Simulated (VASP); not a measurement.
Ga8As3P5:

```
CELL_PARAMETERS angstrom
7.78507 0.00000 0.00000
0.00000 6.74207 0.00000
0.00000 0.00000 6.41259
ATOMIC_POSITIONS crystal
Ga 0.00576 0.32937 0.99932
Ga 0.49961 0.33587 0.00645
Ga 0.24449 0.83327 0.00972
Ga 0.75499 0.83727 0.99425
Ga 0.25147 0.16204 0.48970
Ga 0.99696 0.66946 0.49098
Ga 0.75993 0.16148 0.50425
Ga 0.51506 0.66898 0.50697
As 0.00471 0.34223 0.37589
As 0.00577 0.66451 0.86519
As 0.74750 0.17389 0.87062
P 0.49653 0.33395 0.36880
P 0.25154 0.82460 0.37603
P 0.74187 0.83612 0.38187
P 0.23866 0.16063 0.87922
P 0.49007 0.66914 0.87328
```

Base run:

* Program: VASP 6.6.1
* Functional: PBEsol
* Potentials or basis: VASP PAW PBE potentials, release 64 (Ga_d, As, P)
* Cutoff: 520 eV
* k mesh: 2 × 2 × 2, shifted
* Occupations: fermi-dirac, width 0.05 eV
* Spin: no spin polarisation

Its results: band gap on the k mesh 2.11 eV, indirect (least direct gap 2.13 eV); pressure 0.4 GPa; largest force 1.600 eV/Å.

**Question.** The run is repeated on the same cell with these changes: functional from PBEsol to PBE. What comes out?

**Answer.** Band gap on the k mesh 2.18 eV, indirect (least direct gap 2.21 eV); pressure 3.6 GPa; largest force 1.643 eV/Å.

PBE binds less tightly than PBEsol, so the same cell stands under more pressure.

Caveats: the PAW data sets were made with another functional, which shifts forces and pressure a little (some runs); forces of over 1 eV/Å act on the atoms, so gaps and moduli don't describe the material at rest (some runs).

A k mesh can miss the band edges.
